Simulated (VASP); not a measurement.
Input of a VASP 6.6.1 run:

INCAR

```
SYSTEM = C
PREC = Accurate
ENCUT = 520
EDIFF = 1E-7
ISMEAR = -1
SIGMA = 0.1
LREAL = .FALSE.
LASPH = .TRUE.
NELM = 80
ALGO = Normal
ISIF = 2
LWAVE = .FALSE.
LCHARG = .FALSE.
GGA = PS
IVDW = 12
NBANDS = 16
```

Contents of KPOINTS:

```
Automatic mesh
0
G
  10 10 3
  0 0 0
```

The input POSCAR:

```
C
1.0
    1.2294958880     -2.1279139689      0.0000000000
    1.2294958880      2.1279139689      0.0000000000
    0.0000000000      0.0000000000      6.6887846241
C
4
Direct
    0.0833395157      0.9166604843      0.7500033253
    0.5833395157      0.4166604843      0.2499966747
    0.9166604843      0.0833395157      0.2499966747
    0.4166604843      0.5833395157      0.7500033253
```

Potentials or basis: VASP PAW PBE potentials, release 64 (C).

Command:

```console
$ cat potpaw_PBE.64/C/POTCAR > POTCAR
$ mpirun -np 1 vasp_std > vasp.out
```

(1) Predict the pressure.

(2) Predict the dispersion energy per atom.

Answers

(1) 0.7 GPa.

(2) -0.111 eV.

Caveat: the PAW data sets were made with another functional, which shifts forces and pressure a little.
